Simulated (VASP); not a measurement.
Ga, 4 atoms in the cell. The structure is orthorhombic, space group Cmce (No. 64). Conventional cell: a = 4.511 Å, b = 7.645 Å, c = 4.517 Å, α = 90.00°, β = 90.00°, γ = 90.00°. Ga (site symmetry m) has 7 Ga at 2.44 to 2.79 Å within 3.2 Å. 

| Quantity | Value |
| --- | --- |
| Program | VASP 6.6.1 |
| Task | single point |
| Functional | PBEsol |
| Potentials or basis | VASP PAW PBE potentials, release 64 (Ga_d) |
| Cutoff | 520 eV |
| k mesh | 9 × 9 × 8 |
| Occupations | fermi-dirac, width 0.05 eV |
| Spin | no spin polarisation |
| Dipole correction | no |
| k mesh for the DOS | 14 × 14 × 12 |
| Occupations for the DOS | tetrahedron |
| Further INCAR settings | ALGO = Normal; EDIFF = 1e-07; NBANDS = 34 |

Potentials or basis: VASP PAW PBE potentials, release 64 (Ga_d).

Launch:

```console
$ cat potpaw_PBE.64/Ga_d/POTCAR > POTCAR
$ cp INCAR.step1 INCAR
$ cp KPOINTS.step1 KPOINTS
$ mpirun -np 1 vasp_std > vasp.out
$ cp INCAR.step2 INCAR
$ cp KPOINTS.step2 KPOINTS
$ mpirun -np 1 vasp_std > vasp.out
```

Hardware: 1 thread of AMD EPYC 9R45 96-Core Processor (Zen 5) (shared host).

Question: How long does it take, and how much memory?

Answer: Run time: 9.3 min on 1 thread of AMD EPYC 9R45 96-Core Processor (Zen 5), on a shared host, peak memory 0.73 GiB. Counts: k points 399.
